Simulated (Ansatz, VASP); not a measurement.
# Tl in VASP and in Ansatz

```
Tl
1.0
     0.00000    2.31932    2.31932
     2.31932    0.00000    2.31932
     2.31932    2.31932    0.00000
Tl
1
Direct
  0.00000 0.00000 0.00000
```

Alike in both runs: task single point; functional LDA; k mesh 13 × 13 × 13; occupations fermi-dirac, width 0.1 eV; no spin polarisation.

```csv
,VASP,Ansatz
version,VASP 6.6.1,Ansatz 0.2.0
potentials or method,"VASP PAW LDA potentials, release 64 (Tl_d), cutoff 520 eV","plane waves (420 eV) with PAW, scalar-relativistic"
valence electrons in the cell,13,13
```

```tsv
	VASP	Ansatz	Ansatz less VASP
pressure (GPa)	4.6	4.5	-0.15
```

Ansatz warns that its potentials were made for another functional, while VASP's fit it. LDA's correlation is that of Perdew and Zunger in VASP and of Perdew and Wang (1992) in Ansatz.

Spin-orbit coupling is off throughout.
